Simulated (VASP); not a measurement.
Input of a VASP 6.6.1 run:

The input INCAR:

```
  PREC = Accurate
  ENCUT = 520
  EDIFF = 1E-6
  ISMEAR = -1
  SIGMA = 0.17
  LREAL = Auto
  LASPH = T
  NELM = 100
  ALGO = Normal
  ISIF = 2
  LWAVE = F
  LCHARG = F
  GGA = PE
  NBANDS = 78
```

The input KPOINTS:

```
Automatic mesh
0
Gamma
  2 2 2
```

File POSCAR:

```
TaN
1.0
   -2.9399420000     -5.0921290000      0.0000000000
    4.4099130000     -2.5460650000      0.0000000000
    0.0000000000      0.0000000000      5.7803500000
Ta N
8 8
Direct
    0.7550687110      0.5110210148      0.2382208690
    0.7508517527      0.5471447177      0.7504043873
    0.4846632440      0.0185903502      0.2475282639
    0.4902449978      0.0114723032      0.7560614842
    0.2440618584      0.5149144004      0.2577179583
    0.2514520152      0.5103852027      0.7606805816
    0.0167259632     -0.0130675227      0.2389301686
   -0.0069970153      0.0415267106      0.7348516958
    0.5008041886      0.6944207897      0.0429558764
    0.4888596301      0.6994965567      0.4999178250
    0.2449501002      0.2134597865      0.0046536974
    0.2644013353      0.2086491480      0.5089830201
    0.0195572402      0.6848654728     -0.0039270978
    0.0196194218      0.7037508364      0.5081180205
    0.7372228174      0.1640831291     -0.0025257986
    0.7152745481      0.1977285460      0.4765455379
```

Potentials or basis: VASP PAW PBE potentials, release 64 (Ta_pv, N).

Launch:

```bash
$ cat potpaw_PBE.64/Ta_pv/POTCAR potpaw_PBE.64/N/POTCAR > POTCAR
$ mpirun -np 1 vasp_std > vasp.out
```

(1) Predict the largest force.

(2) What does it give for the pressure?

## Answers

(1) 5.826 eV/Å.

(2) 11.3 GPa.

Caveat: the k points lie up to 0.62 Å⁻¹ apart; forces of over 1 eV/Å act on the atoms, so gaps and moduli don't describe the material at rest.
